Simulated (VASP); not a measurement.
Set up this calculation in VASP 6.6.1, as the native input.

```yaml
Task: relaxation of cell and atoms
Functional: PBE
Potentials_or_basis: VASP PAW PBE potentials, release 64 (Hf_pv, W_sv, S)
Cutoff: 600 eV
k_mesh: 6 × 6 × 4
Occupations: gaussian, width 0.1 eV
Spin: no spin polarisation
Dipole_correction: no
Further_INCAR_settings: ALGO = Normal; EDIFF = 1e-06; IBRION = 2; EDIFFG = -0.04; NSW = 90; ISIF = 3
```

The structure of HfWS4 lies in POSCAR:

```
HfWS4
1.0
    5.0351753300      0.0000000000      0.0000000000
   -2.5175876700      4.3605897500      0.0000000000
    0.0000000000      0.0000000000      7.1692108000
Hf W S
1 1 4
Direct
    0.0000000000      0.0000000000      0.5000000000
    0.0000000000      0.0000000000      0.0000000000
    0.0000000000      0.0000000000      0.7496378700
    0.0000000000      0.0000000000      0.2503621300
    0.3333333300      0.6666666700      0.0000000000
    0.6666666700      0.3333333300      0.0000000000
```

The cell was generated, and may not be a known phase.

The input as run:

INCAR

```
  PREC = Accurate
  ENCUT = 600
  EDIFF = 1E-6
  ISMEAR = 0
  SIGMA = 0.1
  LREAL = F
  LASPH = T
  NELM = 100
  ALGO = Normal
  ISIF = 3
  LWAVE = F
  LCHARG = F
  GGA = PE
  IBRION = 2
  NSW = 90
  EDIFFG = -0.04
```

KPOINTS

```
regular mesh
0
Gamma
  6 6 4
```

Potentials or basis: VASP PAW PBE potentials, release 64 (Hf_pv, W_sv, S).

The run is started by

```console
$ cat potpaw_PBE.64/Hf_pv/POTCAR potpaw_PBE.64/W_sv/POTCAR potpaw_PBE.64/S/POTCAR > POTCAR
$ mpirun -np 1 vasp_std > vasp.out
```

Results of the run:

The relaxed volume is 25.57 Å³/atom, the relaxed cell is a = 4.336 Å, b = 4.336 Å, c = 9.419 Å, α = 90.00°, β = 90.00°, γ = 120.00° and the space group after relaxing (to 0.1 Å) is P6/mmm (No. 191). The energy gained by relaxing is 3556.1 meV/atom and the ionic steps are 16. The pressure after relaxing is 0.0 GPa. The largest force after relaxing is 0.008 eV/Å and the band gap on the k mesh is zero (bands 24 and 25 overlap by 1.18 eV).

Caveat: a cell axis changed by over 15 % at a fixed basis, so the end point is rough; spin-orbit coupling is left out, which moves the levels of the heavy elements.

Wall time 53 min on 1 thread of Intel Xeon 8259CL, on a shared host, peak memory 0.41 GiB.
